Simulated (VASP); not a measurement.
# Al (I4/mmm) in VASP: notebook, part 2 of 2

VASP 6.6.1. Earlier steps stand in the parts before.

**3. Single point, LDA**

This run uses another cell than the first one, of the same volume but with other edges.

File INCAR:

```
ALGO     = Fast           # electronic algorithm
EDIFF    = 1E-6           # SCF threshold, eV
ENCUT    = 520            # plane-wave cutoff, eV
ISIF     = 2              # what is computed and relaxed
ISMEAR   = 0              # smearing method
LASPH    = True           # aspherical terms in the spheres
LCHARG   = False          # write CHGCAR
LREAL    = False          # projectors in reciprocal space
LWAVE    = False          # write WAVECAR
NBANDS   = 8              # bands
NELM     = 80             # most SCF steps
PREC     = Accurate       # precision mode
SIGMA    = 0.15           # smearing width, eV
```

File KPOINTS:

```
k-points
0
Gamma
  22 22 22
```

File POSCAR:

```
Al
1.0
    0.0000000000      2.1366492832      1.8161518907
    2.1366492832      0.0000000000      1.8161518907
    2.1366492832      2.1366492832      0.0000000000
Al
1
Direct
    0.0000000000      0.0000000000      0.0000000000
```

Potentials or basis: VASP PAW LDA potentials, release 64 (Al).

Run with:

```bash
$ cat potpaw_LDA.64/Al/POTCAR > POTCAR
$ mpirun -np 1 vasp_std > vasp.out
```

OUTCAR:

```text
EDIFF = 1E-6
   ENCUT = 520
   ISIF = 2
   ISMEAR = 0
   LASPH = True
   LREAL = False
   NELM = 80
   PREC = Accurate

 ion  position               nearest neighbor table
   1  0.000  0.000  0.000-

  LATTYP: Found a body centered tetragonal cell.
 ALAT       =     3.0216783943
 C/A-ratio  =     1.2020815280

  Lattice vectors:

 A1 = (   0.0000000000,  -2.1366492832,  -1.8161518907)
 A2 = (   0.0000000000,   2.1366492832,  -1.8161518907)
 A3 = (   2.1366492832,   0.0000000000,   1.8161518907)

Analysis of symmetry for initial positions (statically):
=====================================================================
 Subroutine PRICEL returns:
 Original cell was already a primitive cell.

 Routine SETGRP: Setting up the symmetry group for a
 body centered tetragonal supercell.

 Subroutine GETGRP returns: Found 16 space group operations
 (whereof 16 operations were pure point group operations)
 out of a pool of 16 trial point group operations.

The static configuration has the point symmetry D_4h.

Analysis of symmetry for dynamics (positions and initial velocities):
=====================================================================
 Subroutine PRICEL returns:
 Original cell was already a primitive cell.

 Routine SETGRP: Setting up the symmetry group for a
 body centered tetragonal supercell.

 Subroutine GETGRP returns: Found 16 space group operations
 (whereof 16 operations were pure point group operations)
 out of a pool of 16 trial point group operations.

The dynamic configuration has the point symmetry D_4h.

 Subroutine INISYM returns: Found 16 space group operations
 (whereof 16 operations are pure point group operations),
 and found     1 'primitive' translations

----------------------------------------------------------------------------------------

                                     Primitive cell

  volume of cell :      16.5824

[... 109 lines left out ...]
  Thomas-Fermi vector in A             =   2.051808
   LORBIT       =      0    0 simple, 1 ext, 2 COOP (PROOUT), +10 PAW based schemes
   GGA     = CA    functional components
   LHFCALC =     F    Hartree Fock is set to
   AEXX    =    0.0000 exact exchange contribution
   IVDW    =     0    specifies the selected vdW correction
   LEPSILON=     F    determine dielectric tensor
   LRPA    =     F    only Hartree local field effects (RPA)
 non-spin polarized calculation
 RMM-DIIS sequential band-by-band and
 Gauss-broadening in eV      SIGMA  =   0.15
  energy-cutoff  :      520.00
  volume of cell :       16.58
 maximum number of plane-waves:       467
 NGX is ok and might be reduce to    24

 number of electron       3.0000000 magnetization

 Free energy of the ion-electron system (eV)
  ---------------------------------------------------
  ext. energy  EPLUGINS =         0.00000000
  ---------------------------------------------------
  free energy    TOTEN  =        -4.14332528 eV

  energy without entropy =       -4.13851194  energy(sigma->0) =       -4.14091861

 E-fermi :   7.6963     XC(G=0): -10.3261

 val. band max:        7.6915998272   @ k =   0.3636   0.0455   0.0000
 cond. band min:       7.7081854149   @ k =  -0.3182   0.4545   0.1364
 fundamental gap:      0.0165855877
 Fermi energy:         7.6962791595

 k-point     1 :       0.0000    0.0000    0.0000
  band No.  band energies     occupation
      1      -3.3243      2.00000
      2      20.0866      0.00000
      3      20.0866      0.00000
      4      21.4324      0.00000
      5      21.7168      0.00000
      6      21.8931      0.00000
      7      21.8931      0.00000
      8      23.9334      0.00000
[... 243 lines left out ...]
 k-point    24 :      -0.4545    0.0455    0.0000
  band No.  band energies     occupation
      1       2.4732      2.00000
      2       4.4263      2.00000
      3      16.5126      0.00000
      4      18.3200      0.00000
      5      18.6843      0.00000
      6      19.7267      0.00000
      7      23.0229      0.00000
      8      27.5155      0.00000

 [... further k-points ...]

------------------------ aborting loop because EDIFF is reached ----------------------------------------

  FORCE on cell =-STRESS in cart. coord.  units (eV):
  Direction    XX          YY          ZZ          XY          YZ          ZX
  --------------------------------------------------------------------------------------
  -------------------------------------------------------------------------------------
  Total       -0.4809581     -0.4809581      0.2327542      0.0000000     -0.0000000      0.0000000
  in kB      -46.4696260    -46.4696260     22.4884494      0.0000000     -0.0000000      0.0000000
  external PRESSURE =     -23.4836009 kB  Pullay stress =       0.0000000 kB

 VOLUME and BASIS-vectors are now :
 -----------------------------------------------------------------------------
  energy-cutoff  :      520.00
  volume of cell :       16.58
      direct lattice vectors                 reciprocal lattice vectors
     0.000000000  2.136649283  1.816151891    -0.234011264  0.234011264  0.275307370
     2.136649283  0.000000000  1.816151891     0.234011264 -0.234011264  0.275307370
     2.136649283  2.136649283  0.000000000     0.234011264  0.234011264 -0.275307370

 POSITION                                       TOTAL-FORCE (eV/Angst)
 -----------------------------------------------------------------------------------
      0.00000      0.00000      0.00000         0.000000      0.000000      0.000000
 -----------------------------------------------------------------------------------
    total drift:                               -0.000000      0.000000      0.000000

  FREE ENERGIE OF THE ION-ELECTRON SYSTEM (eV)
  ---------------------------------------------------
  free  energy   TOTEN  =        -4.1433252781 eV

  energy  without entropy=       -4.1385119430  energy(sigma->0) =       -4.14091861
```

OSZICAR:

```text
N       E                     dE             d eps       ncg     rms          rms(c)
DAV:   1    -0.275331287093E+01   -0.27533E+01   -0.88810E+02 13456   0.207E+02
DAV:   2    -0.416513260511E+01   -0.14118E+01   -0.13604E+01 18696   0.188E+01
DAV:   3    -0.417174933676E+01   -0.66167E-02   -0.66143E-02 16808   0.141E+00
DAV:   4    -0.417176007850E+01   -0.10742E-04   -0.10741E-04 20472   0.538E-02
DAV:   5    -0.417176009069E+01   -0.12188E-07   -0.12788E-07 17136   0.106E-03    0.132E+00
RMM:   6    -0.415437814571E+01    0.17382E-01   -0.17660E-03 13345   0.195E-01    0.756E-01
RMM:   7    -0.414330879976E+01    0.11069E-01   -0.47941E-03 15400   0.317E-01    0.129E-01
RMM:   8    -0.414332140310E+01   -0.12603E-04   -0.28163E-04 14811   0.977E-02    0.390E-02
RMM:   9    -0.414332550297E+01   -0.40999E-05   -0.31565E-05 15103   0.377E-02    0.142E-02
RMM:  10    -0.414332527812E+01    0.22485E-06   -0.40167E-06 15495   0.117E-02
   1 F= -.41433253E+01 E0= -.41409186E+01  d E =-.481334E-02
```

Run time: 87 s. Hardware: 1 thread of Intel Xeon 8259CL, shared host; peak memory 0.2 GiB.

What came out:

```
Free energy            : -4.1433 eV
Pressure               : -2.3 GPa
Band gap on the k mesh : zero (an odd number of electrons rules out a gap without spin polarisation)
```

Levels at points of the mesh, in eV from the Fermi level:
```
           k point  band 1  band 2  band 3  band 4  band 5  band 6
(0.00, 0.00, 0.00)  -11.02   12.39   12.39   13.74   14.02   14.20
(0.50, 0.00, 0.00)   -4.43   -4.24    9.48    9.80   11.38   12.02
(0.50, 0.50, 0.00)   -1.01    0.75    3.70    3.70    4.20    6.97
(0.50, 0.00, 0.50)   -3.55   -2.66    6.30    6.30    7.33   10.02
```

**4. Single point, LDA**

This run uses another cell than the first one, of the same volume but with other edges.

File INCAR:

```
PREC     = Accurate       # precision mode
ENCUT    = 520            # plane-wave cutoff, eV
EDIFF    = 1E-6           # SCF threshold, eV
ISMEAR   = 0              # smearing method
SIGMA    = 0.15           # smearing width, eV
LREAL    = F              # projectors in reciprocal space
LASPH    = T              # aspherical terms in the spheres
NELM     = 60             # most SCF steps
ALGO     = Fast           # electronic algorithm
ISIF     = 2              # what is computed and relaxed
LWAVE    = F              # write WAVECAR
LCHARG   = T              # write CHGCAR
GGA      = CA             # functional
LELF     = T              # ELF
LVHAR    = T            
NBANDS   = 8              # bands
```

File KPOINTS:

```
Automatic mesh
0
Gamma
  22 22 22
```

File POSCAR:

```
Al
1.0
    0.0000000000      1.9046381017      2.2855657221
    1.9046381017      0.0000000000      2.2855657221
    1.9046381017      1.9046381017      0.0000000000
Al
1
Direct
    0.0000000000      0.0000000000      0.0000000000
```

Potentials or basis: VASP PAW LDA potentials, release 64 (Al).

Run with:

```bash
$ cat potpaw_LDA.64/Al/POTCAR > POTCAR
$ mpirun -np 1 vasp_std > vasp.out
```

OUTCAR:

```text
PREC = Accurate
   ENCUT = 520
   EDIFF = 1E-6
   ISMEAR = 0
   LREAL = F
   LASPH = T
   NELM = 60
   ISIF = 2
   GGA = CA

 ion  position               nearest neighbor table
   1  0.000  0.000  0.000-

  LATTYP: Found a body centered tetragonal cell.
 ALAT       =     2.6935650348
 C/A-ratio  =     1.6970562749

  Lattice vectors:

 A1 = (  -1.9046381017,   0.0000000000,   2.2855657221)
 A2 = (   1.9046381017,   0.0000000000,   2.2855657221)
 A3 = (   0.0000000000,   1.9046381017,  -2.2855657221)

Analysis of symmetry for initial positions (statically):
=====================================================================
 Subroutine PRICEL returns:
 Original cell was already a primitive cell.

 Routine SETGRP: Setting up the symmetry group for a
 body centered tetragonal supercell.

 Subroutine GETGRP returns: Found 16 space group operations
 (whereof 16 operations were pure point group operations)
 out of a pool of 16 trial point group operations.

The static configuration has the point symmetry D_4h.

Analysis of symmetry for dynamics (positions and initial velocities):
=====================================================================
 Subroutine PRICEL returns:
 Original cell was already a primitive cell.

 Routine SETGRP: Setting up the symmetry group for a
 body centered tetragonal supercell.

 Subroutine GETGRP returns: Found 16 space group operations
 (whereof 16 operations were pure point group operations)
 out of a pool of 16 trial point group operations.

The dynamic configuration has the point symmetry D_4h.

 Subroutine INISYM returns: Found 16 space group operations
 (whereof 16 operations are pure point group operations),
 and found     1 'primitive' translations

----------------------------------------------------------------------------------------

                                     Primitive cell

  volume of cell :      16.5824

  direct lattice vectors                    reciprocal lattice vectors
     0.000000000  1.904638102  2.285565722    -0.262517063  0.262517063  0.218764219
     1.904638102  0.000000000  2.285565722     0.262517063 -0.262517063  0.218764219
     1.904638102  1.904638102  0.000000000     0.262517063  0.262517063 -0.218764219

  length of vectors
     2.975139823  2.975139823  2.693565035     0.430915537  0.430915537  0.430915537

  position of ions in fractional coordinates (direct lattice)
     0.000000000  0.000000000  0.000000000

  ion indices of the primitive-cell ions
   primitive index   ion index
                 1           1

----------------------------------------------------------------------------------------

 KPOINTS: Automatic mesh

Automatic generation of k-mesh.
 Grid dimensions read from file:
 generate k-points for:   22   22   22

 Generating k-lattice:

  Cartesian coordinates                     Fractional coordinates (reciprocal lattice)
    -0.011932594  0.011932594  0.009943828     0.045454545 -0.000000000  0.000000000
     0.011932594 -0.011932594  0.009943828    -0.000000000  0.045454545  0.000000000
     0.011932594  0.011932594 -0.009943828     0.000000000  0.000000000  0.045454545

  Length of vectors
     0.019587070  0.019587070  0.019587070

  Shift w.r.t. Gamma in fractional coordinates (k-lattice)
     0.000000000  0.000000000  0.000000000

 Subroutine IBZKPT returns following result:
 ===========================================

 Found    834 irreducible k-points:

 Following reciprocal coordinates:
            Coordinates               Weight
  0.000000  0.000000  0.000000      1.000000
  0.045455 -0.000000  0.000000      8.000000
  0.090909 -0.000000  0.000000      8.000000
  0.136364 -0.000000  0.000000      8.000000
  0.181818 -0.000000  0.000000      8.000000
  0.227273 -0.000000  0.000000      8.000000
[... 16 lines left out ...]
  0.500000  0.045455  0.000000      8.000000
 -0.454545  0.045455  0.000000      8.000000
 [... further k-points ...]
   k-points           NKPTS =    834   k-points in BZ     NKDIM =    834   number of bands    NBANDS=      8
   number of dos      NEDOS =    301   number of ions     NIONS =      1
   total plane-waves  NPLWV =  11520
   dimension x,y,z NGX =    24 NGY =   24 NGZ =   20
   dimension x,y,z NGXF=    48 NGYF=   48 NGZF=   40
   ions per type =               1
   NGX,Y,Z   is equivalent  to a cutoff of  13.41, 13.41, 12.34 a.u.
   NGXF,Y,Z  is equivalent  to a cutoff of  26.82, 26.82, 24.69 a.u.
 SYSTEM =  unknown system
   PREC   = accura    normal or accurate (medium, high low for compatibility)
   ISTART =      0    job   : 0-new  1-cont  2-samecut
   ICHARG =      2    charge: 1-file 2-atom 10-const
   ISPIN  =      1    spin polarized calculation?
   LNONCOLLINEAR =      F non collinear calculations
   LSORBIT =      F    spin-orbit coupling
   LASPH  =      T    aspherical Exc in radial PAW
   ENCUT  =  520.0 eV  38.22 Ry    6.18 a.u.   5.53  5.53  5.01*2*pi/ulx,y,z
   NELM   =     60;   NELMIN=  2; NELMDL= -5     # of ELM steps
   EDIFF  = 0.1E-05   stopping-criterion for ELM
   LREAL  =      F    real-space projection
   EDIFFG = 0.1E-04   stopping-criterion for IOM
   NSW    =      0    number of steps for IOM
   IBRION =     -1    ionic relax: 0-MD 1-quasi-New 2-CG
   NFREE  =      0    steps in history (QN), initial steepest desc. (CG)
   ISIF   =      2    stress and relaxation
   ISYM   =      2    0-nonsym 1-usesym 2-fastsym
   POTIM  = 0.5000    time-step for ionic-motion
   TEBEG  =    0.0;   TEEND  =   0.0 temperature during run
   PSTRESS=    0.0 pullay stress
   NELECT =       3.0000    total number of electrons
   NUPDOWN=      -1.0000    fix difference up-down
   EMIN   =  10.00;   EMAX   =-10.00  energy-range for DOS
   EFERMI =   0.00;   METHOD = LEGACY
   ISMEAR =     0;   SIGMA  =   0.15  broadening in eV -4-tet -1-fermi 0-gaus
   EFERMI_NEDOS =   21; number of points for ismear=-14 and -15
   IALGO  =     68    algorithm
   IMIX   =      4    mixing-type and parameters
     AMIX     =   0.40;   BMIX     =  1.00
     AMIX_MAG =   1.60;   BMIX_MAG =  1.00
  volume/ion in A,a.u.               =      16.58       111.90
  Fermi-wavevector in a.u.,A,eV,Ry     =   0.925903  1.749704 11.664236  0.857297
  Thomas-Fermi vector in A             =   2.051808
   LORBIT       =      0    0 simple, 1 ext, 2 COOP (PROOUT), +10 PAW based schemes
   GGA     = CA    functional components
   LHFCALC =     F    Hartree Fock is set to
   AEXX    =    0.0000 exact exchange contribution
   IVDW    =     0    specifies the selected vdW correction
   LEPSILON=     F    determine dielectric tensor
   LRPA    =     F    only Hartree local field effects (RPA)
 non-spin polarized calculation
 RMM-DIIS sequential band-by-band and
 Gauss-broadening in eV      SIGMA  =   0.15
  energy-cutoff  :      520.00
  volume of cell :       16.58
 maximum number of plane-waves:       465
 NGX is ok and might be reduce to    24

 number of electron       3.0000000 magnetization

 Free energy of the ion-electron system (eV)
  ---------------------------------------------------
  ext. energy  EPLUGINS =         0.00000000
  ---------------------------------------------------
  free energy    TOTEN  =        -4.12292751 eV

  energy without entropy =       -4.11804791  energy(sigma->0) =       -4.12048771

 E-fermi :   7.6821     XC(G=0): -10.3205

 val. band max:        7.6794700240   @ k =  -0.2273   0.5000   0.2727
 cond. band min:       7.6892335007   @ k =  -0.2727   0.2273   0.5000
 fundamental gap:      0.0097634767
 Fermi energy:         7.6820732250

 k-point     1 :       0.0000    0.0000    0.0000
  band No.  band energies     occupation
      1      -3.3261      2.00000
      2      19.2476      0.00000
      3      21.2673      0.00000
      4      21.3948      0.00000
      5      21.3948      0.00000
      6      21.6591      0.00000
      7      21.6591      0.00000
      8      22.0180      0.00000
[... 243 lines left out ...]
 k-point    24 :      -0.4545    0.0455    0.0000
  band No.  band energies     occupation
      1       2.8026      2.00000
      2       4.0522      2.00000
      3      14.6857      0.00000
      4      17.9330      0.00000
      5      20.8649      0.00000
      6      21.9419      0.00000
      7      23.6367      0.00000
      8      24.7802      0.00000

 [... further k-points ...]

------------------------ aborting loop because EDIFF is reached ----------------------------------------

  FORCE on cell =-STRESS in cart. coord.  units (eV):
  Direction    XX          YY          ZZ          XY          YZ          ZX
  --------------------------------------------------------------------------------------
  -------------------------------------------------------------------------------------
  Total        0.2759927      0.2759927     -0.8662471      0.0000000      0.0000000      0.0000000
  in kB       26.6661059     26.6661059    -83.6958107      0.0000000      0.0000000      0.0000000
  external PRESSURE =     -10.1211997 kB  Pullay stress =       0.0000000 kB

 VOLUME and BASIS-vectors are now :
 -----------------------------------------------------------------------------
  energy-cutoff  :      520.00
  volume of cell :       16.58
      direct lattice vectors                 reciprocal lattice vectors
     0.000000000  1.904638102  2.285565722    -0.262517063  0.262517063  0.218764219
     1.904638102  0.000000000  2.285565722     0.262517063 -0.262517063  0.218764219
     1.904638102  1.904638102  0.000000000     0.262517063  0.262517063 -0.218764219

 POSITION                                       TOTAL-FORCE (eV/Angst)
 -----------------------------------------------------------------------------------
      0.00000      0.00000      0.00000         0.000000      0.000000      0.000000
 -----------------------------------------------------------------------------------
    total drift:                                0.000000      0.000000     -0.000000

  FREE ENERGIE OF THE ION-ELECTRON SYSTEM (eV)
  ---------------------------------------------------
  free  energy   TOTEN  =        -4.1229275118 eV

  energy  without entropy=       -4.1180479065  energy(sigma->0) =       -4.12048771
```

It took 81 s on 1 thread of Intel Xeon 8259CL, shared host; peak memory 0.2 GiB.

What came out:

| Quantity | Value |
| --- | --- |
| Free energy | -4.1229 eV |
| Pressure | -1.0 GPa |
| Band gap on the k mesh | zero (an odd number of electrons rules out a gap without spin polarisation) |

**5. The runs side by side**

```csv
cell,gap on the mesh (eV),pressure (GPa)
"a = 3.123, b = 3.123, c = 2.550 Å, angles 65.9, 65.9, 48.2°, 1 atom",none,5.7
"a = 2.804, b = 2.804, c = 3.022 Å, angles 57.4, 57.4, 65.2°, 1 atom",none,-2.3
"a = 2.975, b = 2.975, c = 2.694 Å, angles 63.1, 63.1, 53.8°, 1 atom",none,-1.0
```

Alike in all rows: task single point; level LDA; potentials or basis VASP PAW LDA potentials, release 64 (Al); no spin polarisation; k mesh 22 × 22 × 22; cutoff (eV) 520; smearing gaussian 0.15 eV.

Caveats: the cell stands under pressure (at least some runs).

Absolute energies hang on the potentials; compare differences alone.
